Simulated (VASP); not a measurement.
Here is a VASP 6.6.1 calculation.

File INCAR:

```
SYSTEM = PtSe2
  PREC = Accurate
  ENCUT = 520
  EDIFF = 1E-8
  ISMEAR = 0
  SIGMA = 0.01
  LREAL = .False.
  LASPH = .True.
  NELM = 60
  ALGO = Normal
  ISIF = 2
  LWAVE = .False.
  LCHARG = .False.
  METAGGA = R2SCAN
  LMIXTAU = .True.
  LCALCEPS = .True.
```

Contents of KPOINTS:

```
regular mesh
0
Gamma
  6 6 4
  0 0 0
```

Contents of POSCAR:

```
PtSe2
1.0
    3.5795043541      0.0000000000      0.0000000000
   -1.7897521770      3.0999417036      0.0000000000
    0.0000000000      0.0000000000      5.8164888559
Pt Se
1 2
Direct
    0.0000000000      0.0000000000      0.0000000000
    0.3333333333      0.6666666667      0.2379399976
    0.6666666667      0.3333333333      0.7620600024
```

Potentials or basis: VASP PAW PBE potentials, release 64 (Pt, Se).

Run with:

```console
$ cat potpaw_PBE.64/Pt/POTCAR potpaw_PBE.64/Se/POTCAR > POTCAR
$ mpirun -np 1 vasp_std > vasp.out
```

(1) Estimate the electronic dielectric tensor (diagonal).

(2) What does it give for the Born charges (mean of the diagonal)?

(3) Predict the band gap on the k mesh.

Results:

(1) 17.59, 17.59, 10.23.

(2) Pt +1.71; Se -0.86 e.

(3) 0.87 eV (least direct gap 1.42 eV).

Caveat: the cell differs from its parent crystal (epitaxial xy strain -4.0%); spin-orbit coupling is left out, which moves the levels of the heavy elements.
